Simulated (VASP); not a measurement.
# Ti: single point with r2SCAN

Crystal: Ti.

```
Ti
1.0
    -1.66654    1.66654    1.58525
     1.66654   -1.66654    1.58525
     1.66654    1.66654   -1.58525
Ti
1
Direct
  0.00000 0.00000 0.00000
```

This cell differs from its parent crystal: strain +0.025 along x and y, -0.025 along z.

| Property | Result |
| --- | --- |
| Program | VASP 6.6.1 |
| Task | single point |
| Functional | r2SCAN |
| Potentials or basis | VASP PAW PBE potentials, release 64 (Ti_sv) |
| Cutoff | 520 eV |
| k mesh | 26 × 26 × 26 |
| Occupations | gaussian, width 0.15 eV |
| Spin | no spin polarisation |
| Dipole correction | no |
| Further INCAR settings | ALGO = Normal; EDIFF = 1e-07; NBANDS = 12 |

```
Pressure               : -2.0 GPa
Band gap on the k mesh : zero (bands 6 and 7 overlap by 1.74 eV)
```

Stress tensor (GPa, compression positive):
```
-1.25  0.00  0.00
 0.00 -1.25  0.00
 0.00  0.00 -3.42
```

Levels at points of the mesh, in eV from the Fermi level:
| k point | band 4 | band 5 | band 6 | band 7 | band 8 | band 9 |
| --- | --- | --- | --- | --- | --- | --- |
| (0.00, 0.00, 0.00) | -33.77 | -6.32 | 0.86 | 1.27 | 1.27 | 2.61 |
| (0.50, 0.00, 0.00) | -33.79 | -2.54 | -0.48 | 1.04 | 2.92 | 3.37 |
| (0.50, 0.50, 0.00) | -33.76 | -2.57 | 0.00 | 0.68 | 2.57 | 3.12 |
| (0.50, 0.50, 0.50) | -34.18 | -2.28 | -2.17 | 4.02 | 4.02 | 4.08 |

Run time: 9.1 min on 1 thread of Intel(R) Xeon(R) 6975P-C (Granite Rapids) (shared host), peak memory 0.37 GiB.

Caveat: the cell differs from its parent crystal (strain +0.025 along x and y, -0.025 along z); the PAW data sets were made with another functional, which shifts forces and pressure a little.
